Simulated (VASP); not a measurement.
# MoS2 (P-6m2) in VASP: notebook

Runs on MoS2. Level: PBE+D3(BJ). Tasks: relaxation of shape and atoms at fixed volume.

All numbers are computed with VASP 6.6.1; they aren't measurements. Logs are shortened: lines on timing, memory, paths and dates and some standing lists are left out, and cuts for length are marked.

### 1 The cell of the first run

The structure is hexagonal, space group P-6m2 (No. 187). Conventional cell: a = 3.191 Å, b = 3.191 Å, c = 6.867 Å, α = 90.00°, β = 90.00°, γ = 120.00°. Within 3.2 Å of Mo (site symmetry -6m2) lie 6 S at 2.43 Å and 6 Mo at 3.19 Å. S (site symmetry 3m) has 3 Mo at 2.43 Å and 7 S at 3.16 to 3.19 Å within 3.2 Å.

### 2 Relaxation of shape and atoms at fixed volume, PBE+D3(BJ) (20.18 Å³/atom)

INCAR reads:

```
PREC = Accurate
ENCUT = 600
EDIFF = 1E-7
ISMEAR = 0
SIGMA = 0.02
LREAL = F
LASPH = T
NELM = 60
ALGO = Normal
ISIF = 4
LWAVE = F
LCHARG = F
GGA = PE
IVDW = 12
IBRION = 2
NSW = 50
EDIFFG = -0.01
```

KPOINTS reads:

```
regular mesh
0
Gamma
  12 12 4
```

POSCAR reads:

```
MoS2
1.0
    3.1906728079      0.0000000000      0.0000000000
   -1.5953364040      2.7632037068      0.0000000000
    0.0000000000      0.0000000000      6.8666902078
Mo S
1 2
Direct
    0.0000000000      0.0000000000      0.0000000000
    0.3333333333      0.6666666667      0.2301765812
    0.3333333333      0.6666666667      0.7698234188
```

Potentials or basis: VASP PAW PBE potentials, release 64 (Mo_sv, S).

On the command line:

```bash
$ cat potpaw_PBE.64/Mo_sv/POTCAR potpaw_PBE.64/S/POTCAR > POTCAR
$ mpirun -np 1 vasp_std > vasp.out
```

OUTCAR:

```text
PREC = Accurate
   ENCUT = 600
   EDIFF = 1E-7
   ISMEAR = 0
   LREAL = F
   LASPH = T
   NELM = 60
   ISIF = 4
   GGA = PE
   IVDW = 12
   IBRION = 2
   NSW = 50
   EDIFFG = -0.01
 IVDW          = 12

 ion  position               nearest neighbor table
   1  0.000  0.000  0.000-   2 2.43   3 2.43   2 2.43   3 2.43   2 2.43   3 2.43
   2  0.333  0.667  0.230-   1 2.43   1 2.43   1 2.43
   3  0.333  0.667  0.770-   1 2.43   1 2.43   1 2.43

  LATTYP: Found a hexagonal cell.
 ALAT       =     3.1906728079
 C/A-ratio  =     2.1521135576

  Lattice vectors:

 A1 = (   3.1906728079,   0.0000000000,   0.0000000000)
 A2 = (  -1.5953364040,   2.7632037068,   0.0000000000)
 A3 = (   0.0000000000,   0.0000000000,   6.8666902078)

Analysis of symmetry for initial positions (statically):
=====================================================================
 Subroutine PRICEL returns:
 Original cell was already a primitive cell.

 Routine SETGRP: Setting up the symmetry group for a
 hexagonal supercell.

 Subroutine GETGRP returns: Found 12 space group operations
 (whereof 12 operations were pure point group operations)
 out of a pool of 24 trial point group operations.

The static configuration has the point symmetry D_3h.

Analysis of symmetry for dynamics (positions and initial velocities):
=====================================================================
 Subroutine PRICEL returns:
 Original cell was already a primitive cell.

 Routine SETGRP: Setting up the symmetry group for a
 hexagonal supercell.

 Subroutine GETGRP returns: Found 12 space group operations
 (whereof 12 operations were pure point group operations)
 out of a pool of 24 trial point group operations.

The dynamic configuration has the point symmetry D_3h.

 Subroutine INISYM returns: Found 12 space group operations
 (whereof 12 operations are pure point group operations),
 and found     1 'primitive' translations

----------------------------------------------------------------------------------------

                                     Primitive cell

  volume of cell :      60.5400

  direct lattice vectors                    reciprocal lattice vectors
     3.190672808  0.000000000  0.000000000     0.313413521  0.180949381  0.000000000
    -1.595336404  2.763203707  0.000000000     0.000000000  0.361898762  0.000000000
     0.000000000  0.000000000  6.866690208     0.000000000  0.000000000  0.145630569

  length of vectors
     3.190672808  3.190672808  6.866690208     0.361898762  0.361898762  0.145630569

  position of ions in fractional coordinates (direct lattice)
     0.000000000  0.000000000  0.000000000
     0.333333333  0.666666667  0.230176581
     0.333333333  0.666666667  0.769823419

  ion indices of the primitive-cell ions
   primitive index   ion index
                 1           1
                 2           2
                 3           3

----------------------------------------------------------------------------------------

 KPOINTS: regular mesh

Automatic generation of k-mesh.
 Grid dimensions read from file:
 generate k-points for:   12   12    4

 Generating k-lattice:

  Cartesian coordinates                     Fractional coordinates (reciprocal lattice)
     0.026117793  0.015079115  0.000000000     0.083333333  0.000000000  0.000000000
     0.000000000  0.030158230  0.000000000     0.000000000  0.083333333  0.000000000
     0.000000000  0.000000000  0.036407642     0.000000000  0.000000000  0.250000000

  Length of vectors
     0.030158230  0.030158230  0.036407642

  Shift w.r.t. Gamma in fractional coordinates (k-lattice)
     0.000000000  0.000000000  0.000000000

 Subroutine IBZKPT returns following result:
 ===========================================

 Found     57 irreducible k-points:

 Following reciprocal coordinates:
            Coordinates               Weight
  0.000000  0.000000  0.000000      1.000000
  0.083333  0.000000  0.000000      6.000000
  0.166667  0.000000  0.000000      6.000000
  0.250000  0.000000  0.000000      6.000000
  0.333333  0.000000  0.000000      6.000000
  0.416667  0.000000  0.000000      6.000000
[... 16 lines left out ...]
  0.250000  0.000000  0.250000     12.000000
  0.333333  0.000000  0.250000     12.000000
 [... further k-points ...]
   k-points           NKPTS =     57   k-points in BZ     NKDIM =     57   number of bands    NBANDS=     17
   number of dos      NEDOS =    301   number of ions     NIONS =      3
   total plane-waves  NPLWV =  43904
   dimension x,y,z NGX =    28 NGY =   28 NGZ =   56
   dimension x,y,z NGXF=    56 NGYF=   56 NGZF=  112
   ions per type =               1   2
   NGX,Y,Z   is equivalent  to a cutoff of  14.59, 14.59, 13.56 a.u.
   NGXF,Y,Z  is equivalent  to a cutoff of  29.18, 29.18, 27.12 a.u.
 SYSTEM =  unknown system
   PREC   = accura    normal or accurate (medium, high low for compatibility)
   ISTART =      0    job   : 0-new  1-cont  2-samecut
   ICHARG =      2    charge: 1-file 2-atom 10-const
   ISPIN  =      1    spin polarized calculation?
   LNONCOLLINEAR =      F non collinear calculations
   LSORBIT =      F    spin-orbit coupling
   LASPH  =      T    aspherical Exc in radial PAW
   ENCUT  =  600.0 eV  44.10 Ry    6.64 a.u.   6.37  6.37 13.71*2*pi/ulx,y,z
   NELM   =     60;   NELMIN=  2; NELMDL= -5     # of ELM steps
   EDIFF  = 0.1E-06   stopping-criterion for ELM
   LREAL  =      F    real-space projection
   EDIFFG = -.1E-01   stopping-criterion for IOM
   NSW    =     50    number of steps for IOM
   IBRION =      2    ionic relax: 0-MD 1-quasi-New 2-CG
   NFREE  =      1    steps in history (QN), initial steepest desc. (CG)
   ISIF   =      4    stress and relaxation
   ISYM   =      2    0-nonsym 1-usesym 2-fastsym
   POTIM  = 0.5000    time-step for ionic-motion
   TEBEG  =    0.0;   TEEND  =   0.0 temperature during run
   PSTRESS=    0.0 pullay stress
   NELECT =      26.0000    total number of electrons
   NUPDOWN=      -1.0000    fix difference up-down
   EMIN   =  10.00;   EMAX   =-10.00  energy-range for DOS
   EFERMI =   0.00;   METHOD = LEGACY
   ISMEAR =     0;   SIGMA  =   0.02  broadening in eV -4-tet -1-fermi 0-gaus
   EFERMI_NEDOS =   21; number of points for ismear=-14 and -15
   IALGO  =     38    algorithm
   IMIX   =      4    mixing-type and parameters
     AMIX     =   0.40;   BMIX     =  1.00
     AMIX_MAG =   1.60;   BMIX_MAG =  1.00
  volume/ion in A,a.u.               =      20.18       136.18
  Fermi-wavevector in a.u.,A,eV,Ry     =   1.235146  2.334088 20.756863  1.525586
  Thomas-Fermi vector in A             =   2.369808
   LORBIT       =      0    0 simple, 1 ext, 2 COOP (PROOUT), +10 PAW based schemes
   GGA     = PE    functional components
   LHFCALC =     F    Hartree Fock is set to
   AEXX    =    0.0000 exact exchange contribution
   IVDW    =    12    specifies the selected vdW correction
   LEPSILON=     F    determine dielectric tensor
   LRPA    =     F    only Hartree local field effects (RPA)
 conjugate gradient relaxation of ions
 non-spin polarized calculation
 Gauss-broadening in eV      SIGMA  =   0.02
  energy-cutoff  :      600.00
  volume of cell :       60.54
 maximum number of plane-waves:      2040
 NGX is ok and might be reduce to    28
   NGX = 13   NGY = 13   NGZ = 27

--------------------------------------- Ionic step        1  -------------------------------------------

 number of electron      25.9999999 magnetization

 Free energy of the ion-electron system (eV)
  ---------------------------------------------------
  ext. energy  EPLUGINS =         0.00000000
  ---------------------------------------------------
  free energy    TOTEN  =       -21.82739602 eV

  energy without entropy =      -21.82739602  energy(sigma->0) =      -21.82739602

------------------------ aborting loop because EDIFF is reached ----------------------------------------

 Edisp (eV)   -1.12809

 E8    (eV) :    -0.4566

  FORCE on cell =-STRESS in cart. coord.  units (eV):
  Direction    XX          YY          ZZ          XY          YZ          ZX
  --------------------------------------------------------------------------------------
  -------------------------------------------------------------------------------------
  Total      -1.70287    -1.70287    -1.84318     0.00000     0.00000     0.00000
  in kB     -45.06592   -45.06592   -48.77934     0.00000     0.00000     0.00000
  external pressure =      -46.30 kB  Pullay stress =        0.00 kB

 VOLUME and BASIS-vectors are now :
 -----------------------------------------------------------------------------
  energy-cutoff  :      600.00
  volume of cell :       60.54
      direct lattice vectors                 reciprocal lattice vectors
     3.190672808  0.000000000  0.000000000     0.313413521  0.180949381  0.000000000
    -1.595336404  2.763203707  0.000000000     0.000000000  0.361898762  0.000000000
     0.000000000  0.000000000  6.866690208     0.000000000  0.000000000  0.145630569
[... 206 lines left out ...]
 POSITION                                       TOTAL-FORCE (eV/Angst)
 -----------------------------------------------------------------------------------
      3.16540      0.00000      0.00000         0.000000      0.000000      0.000000
     -0.00000      1.82755      1.56399         0.000000     -0.000000      0.010770
     -0.00000      1.82755      5.41278        -0.000000      0.000000     -0.010770
 -----------------------------------------------------------------------------------
    total drift:                                0.000000     -0.000000     -0.000000

  FREE ENERGIE OF THE ION-ELECTRON SYSTEM (eV)
  ---------------------------------------------------
  free  energy   TOTEN  =       -22.9733119108 eV

  energy  without entropy=      -22.9733119108  energy(sigma->0) =      -22.97331191

--------------------------------------- Ionic step        7  -------------------------------------------

 number of electron      26.0000003 magnetization

 Free energy of the ion-electron system (eV)
  ---------------------------------------------------
  ext. energy  EPLUGINS =         0.00000000
  ---------------------------------------------------
  free energy    TOTEN  =       -21.84043460 eV

  energy without entropy =      -21.84043460  energy(sigma->0) =      -21.84043460

 E-fermi :   5.8733     XC(G=0):  -9.9072

 val. band max:        5.6702478424   @ k =   0.0000   0.0000   0.5000
 cond. band min:       7.0980190260   @ k =   0.1667   0.1667   0.0000
 fundamental gap:      1.4277711836
 Fermi energy:         5.8732515178

 k-point     1 :       0.0000    0.0000    0.0000
  band No.  band energies     occupation
      1     -55.4754      2.00000
      2     -29.6287      2.00000
      3     -29.4030      2.00000
      4     -29.4030      2.00000
      5      -8.7876      2.00000
      6      -7.4102      2.00000
[... 9 lines left out ...]
     16       8.3942      0.00000
     17       8.3942      0.00000
[... 441 lines left out ...]
 k-point    24 :       0.3333    0.0000    0.2500
  band No.  band energies     occupation
      1     -55.4453      2.00000
      2     -29.6987      2.00000
      3     -29.5694      2.00000
      4     -29.4712      2.00000
      5      -7.4202      2.00000
      6      -6.9070      2.00000
[... 9 lines left out ...]
     16       8.8568      0.00000
     17       9.5038      0.00000

 [... further k-points ...]

------------------------ aborting loop because EDIFF is reached ----------------------------------------

 Edisp (eV)   -1.13288

 E8    (eV) :    -0.4593

  FORCE on cell =-STRESS in cart. coord.  units (eV):
  Direction    XX          YY          ZZ          XY          YZ          ZX
  --------------------------------------------------------------------------------------
  -------------------------------------------------------------------------------------
  Total      -0.53801    -0.53801    -0.56038     0.00000    -0.00000     0.00000
  in kB     -14.23832   -14.23832   -14.83025     0.00000    -0.00000     0.00000
  external pressure =      -14.44 kB  Pullay stress =        0.00 kB

 VOLUME and BASIS-vectors are now :
 -----------------------------------------------------------------------------
  energy-cutoff  :      600.00
  volume of cell :       60.54
      direct lattice vectors                 reciprocal lattice vectors
     3.165290161  0.000000000 -0.000000000     0.315926803  0.182400425  0.000000000
    -1.582645081  2.741221690 -0.000000000    -0.000000000  0.364800849  0.000000000
     0.000000000 -0.000000000  6.977260553    -0.000000000  0.000000000  0.143322726

 POSITION                                       TOTAL-FORCE (eV/Angst)
 -----------------------------------------------------------------------------------
     -0.00000      0.00000     -0.00000         0.000000      0.000000      0.000000
     -0.00000      1.82748      1.56485        -0.000000      0.000000     -0.004785
     -0.00000      1.82748      5.41241         0.000000     -0.000000      0.004785
 -----------------------------------------------------------------------------------
    total drift:                                0.000000     -0.000000     -0.000000

  FREE ENERGIE OF THE ION-ELECTRON SYSTEM (eV)
  ---------------------------------------------------
  free  energy   TOTEN  =       -22.9733153987 eV

  energy  without entropy=      -22.9733153987  energy(sigma->0) =      -22.97331540

 reached required accuracy - stopping structural energy minimisation
```

It took 8.8 min on 1 thread of Intel Xeon 8259CL, shared host; peak memory 0.25 GiB.

Results:

```yaml
Free_energy: -22.9733 eV
Energy_gained_by_relaxing: 5.9 meV/atom
Ionic_steps: 7
Pressure_after_relaxing: -1.4 GPa
Largest_force_after_relaxing: 0.005 eV/Å
Band_gap_on_the_k_mesh: 1.43 eV (least direct gap 1.72 eV)
Dispersion_energy_per_atom: -0.378 eV
```

Forces in eV/Å, atoms in the order of the input:
```
Mo   0.000  0.000  0.000
S    0.000  0.000 -0.005
S    0.000  0.000  0.005
```

The path:
```csv
step,energy change (eV),largest force (eV/Å),pressure (GPa),volume (Å³)
1,0.0000,0.4591,-4.63,60.54
2,-0.0103,0.0253,-2.80,60.54
3,-0.0103,0.0275,-2.81,60.54
4,-0.0157,0.0095,-2.15,60.54
5,-0.0178,0.0102,-1.41,60.54
6,-0.0178,0.0108,-1.38,60.54
7,-0.0178,0.0048,-1.44,60.54
```

Final structure:
```
Mo S
1.0
     3.16529    0.00000    0.00000
    -1.58265    2.74122    0.00000
     0.00000    0.00000    6.97726
Mo S
1 2
Direct
  0.00000 0.00000 0.00000
  0.33333 0.66667 0.22428
  0.33333 0.66667 0.77572
```

### 3 Relaxation of shape and atoms at fixed volume, PBE+D3(BJ) (20.94 Å³/atom)

This run uses another cell than the first one, of 20.94 Å³/atom.

INCAR reads:

```
PREC     = Accurate       # precision mode
ENCUT    = 600            # plane-wave cutoff, eV
EDIFF    = 1E-7           # SCF threshold, eV
ISMEAR   = 0              # smearing method
SIGMA    = 0.02           # smearing width, eV
LREAL    = F              # projectors in reciprocal space
LASPH    = T              # aspherical terms in the spheres
NELM     = 100            # most SCF steps
ALGO     = Normal         # electronic algorithm
ISIF     = 4              # what is computed and relaxed
LWAVE    = F              # write WAVECAR
LCHARG   = F              # write CHGCAR
GGA      = PE             # functional
IVDW     = 12             # dispersion correction
IBRION   = 2              # ionic algorithm
NSW      = 50             # ionic steps
EDIFFG   = -0.01          # ionic threshold
```

KPOINTS reads:

```
Automatic mesh
0
Gamma
  12 12 4
```

POSCAR reads:

```
MoS2
1.0
    3.2053454987      0.0000000000      0.0000000000
   -1.6026727494      2.7759106298      0.0000000000
    0.0000000000      0.0000000000      7.0607221262
Mo S
1 2
Direct
    0.0000000000      0.0000000000      0.0000000000
    0.3333333333      0.6666666667      0.2244110904
    0.3333333333      0.6666666667      0.7755889096
```

Potentials or basis: VASP PAW PBE potentials, release 64 (Mo_sv, S).

On the command line:

```bash
$ cat potpaw_PBE.64/Mo_sv/POTCAR potpaw_PBE.64/S/POTCAR > POTCAR
$ mpirun -np 1 vasp_std > vasp.out
```

It took 11 min on 1 thread of Intel Xeon 8259CL, shared host; peak memory 0.26 GiB.

The run converged. Its results:

```
Free energy                : -22.9517 eV
Energy gained by relaxing  : 10.4 meV/atom
Ionic steps                : 8
Pressure after relaxing    : -1.6 GPa
Band gap on the k mesh     : 1.49 eV (least direct gap 1.72 eV)
Dispersion energy per atom : -0.367 eV
```

The path:
```csv
step,energy change (eV),largest force (eV/Å),pressure (GPa),volume (Å³)
1,0.0000,0.5837,-5.85,62.82
2,-0.0171,0.0461,-3.64,62.82
3,-0.0171,0.0360,-3.60,62.82
4,-0.0268,0.0123,-2.73,62.82
5,-0.0312,0.0175,-1.63,62.82
6,-0.0312,0.0192,-1.56,62.82
7,-0.0312,0.0154,-1.70,62.82
8,-0.0312,0.0007,-1.64,62.82
```

Final structure:
```yaml
crystal:
  lattice:
    - [3.16927, 0.00000, 0.00000]
    - [-1.58464, 2.74467, 0.00000]
    - [0.00000, 0.00000, 7.22236]
  atoms:
    - { symbol: Mo, position: [0.00000, 0.00000, 0.00000] }
    - { symbol: S, position: [0.33333, 0.66667, 0.21655] }
    - { symbol: S, position: [0.33333, 0.66667, 0.78345] }
```

Levels at points of the mesh, in eV from the valence-band top:
```
           k point  band 10  band 11  band 12  band 13  band 14  band 15  band 16  band 17
(0.00, 0.00, 0.00)    -1.70    -1.70    -1.65    -0.51     2.58     2.58     2.80     2.80
(0.50, 0.00, 0.00)    -3.38    -1.98    -1.18    -0.95     2.07     2.53     3.85     4.15
(0.00, 0.00, 0.50)    -2.40    -1.71    -1.71     0.00     2.56     2.56     2.83     2.83
(0.50, 0.00, 0.50)    -3.39    -2.30    -1.16    -0.78     2.07     2.62     3.50     4.08
```

A k mesh can miss the band edges.

(Continued in part 2 of 2.)
